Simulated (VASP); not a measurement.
Write the native input for VASP 6.6.1 that does the following.

```yaml
Task: relaxation of cell and atoms
Functional: LDA
Potentials_or_basis: VASP PAW LDA potentials, release 64 (Li_sv)
Cutoff: 600 eV
k_mesh: 7 × 7 × 10
Occupations: fermi-dirac, width 0.1 eV
Spin: no spin polarisation
Dipole_correction: no
Further_INCAR_settings: ALGO = Normal; EDIFF = 1e-07; IBRION = 2; EDIFFG = -0.01; NSW = 80; ISIF = 3
```

The structure of Li lies in POSCAR:

```
Li
1.0
    4.9612054717      0.0000000000      0.0000000000
   -2.4806027358      4.2965299719      0.0000000000
    0.0000000000      0.0000000000      3.0412189541
Li
3
Direct
    0.0000000000      0.0000000000      0.0000000000
    0.3333333333      0.6666666667      0.5000000000
    0.6666666667      0.3333333333      0.5000000000
```

The input as run:

INCAR

```
  PREC = Accurate
  ENCUT = 600
  EDIFF = 1E-7
  ISMEAR = -1
  SIGMA = 0.1
  LREAL = False
  LASPH = True
  NELM = 80
  ALGO = Normal
  ISIF = 3
  LWAVE = False
  LCHARG = False
  GGA = CA
  IBRION = 2
  NSW = 80
  EDIFFG = -0.01
```

KPOINTS

```
regular mesh
0
Gamma
  7 7 10
```

Potentials or basis: VASP PAW LDA potentials, release 64 (Li_sv).

Run with:

```console
$ cat potpaw_LDA.64/Li_sv/POTCAR > POTCAR
$ mpirun -np 1 vasp_std > vasp.out
```

It gave:

```json
{
  "Relaxed volume": "18.70 Å³/atom",
  "Relaxed cell": "a = 4.805 Å, b = 4.805 Å, c = 2.806 Å, α = 90.00°, β = 90.00°, γ = 120.00°",
  "Space group after relaxing (to 0.05 Å)": "P6/mmm (No. 191)",
  "Energy gained by relaxing": "19.1 meV/atom",
  "Ionic steps": "8",
  "Pressure after relaxing": "0.0 GPa"
}
```

Caveat: the cutoff is under 1.25 times the usual one of these potentials, so pressure, stress and relaxed cells hold a basis-set (Pulay) error.

Wall time 110 s on 1 thread of Intel Xeon 6975P-C, with other jobs on the host, peak memory 0.16 GiB.
